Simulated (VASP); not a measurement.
Write the native input for VASP 6.6.1 that does the following.

```
Task                   : single point
Functional             : PBE
Potentials or basis    : VASP PAW PBE potentials, release 64 (Mn_pv, Si)
Cutoff                 : 520 eV
k mesh                 : 12 × 12 × 10
Occupations            : gaussian, width 0.1 eV
Spin                   : collinear spin, ferromagnetic start
Starting moments       : [2.89, 2.89, 0.0, 0.0] μB
Dipole correction      : no
Further INCAR settings : ALGO = Normal; EDIFF = 1e-07; NBANDS = 29
```

The structure of MnSi lies in POSCAR:

```
MnSi
1.0
    3.6683700801      0.0000000000      0.0000000000
   -1.8341850400      3.1769016799      0.0000000000
    0.0000000000      0.0000000000      4.8942517358
Mn Si
2 2
Direct
    0.3333333333      0.6666666667      0.7500000000
    0.6666666667      0.3333333333      0.2500000000
    0.0000000000      0.0000000000      0.0000000000
    0.0000000000      0.0000000000      0.5000000000
```

The input as run:

INCAR

```
SYSTEM = MnSi
PREC = Accurate ; ENCUT = 520
EDIFF = 1E-7 ; ISMEAR = 0
SIGMA = 0.1 ; LREAL = .False.
LASPH = .True. ; NELM = 150
ALGO = Normal ; ISIF = 2
LWAVE = .False. ; LCHARG = .False.
ISPIN = 2 ; MAGMOM = 2.89 2.89 0 0
LORBIT = 11 ; LMAXMIX = 4
GGA = PE ; NBANDS = 29
```

KPOINTS

```
regular mesh
0
Gamma
  12 12 10
  0 0 0
```

Potentials or basis: VASP PAW PBE potentials, release 64 (Mn_pv, Si).

Command:

```console
$ cat potpaw_PBE.64/Mn_pv/POTCAR potpaw_PBE.64/Si/POTCAR > POTCAR
$ mpirun -np 1 vasp_std > vasp.out
```

It gave:

```yaml
Pressure: 0.0 GPa
Net_moment: 5.28 μB per cell
Site_moments: Mn +2.73; Si -0.11 μB
Valence_electrons_inside_the_program's_atomic_spheres: Mn 11.73; Si 1.70
```

Wall time 3.2 min on 1 thread of Intel(R) Xeon(R) 6975P-C (Granite Rapids), with other jobs on the host, peak memory 0.37 GiB.
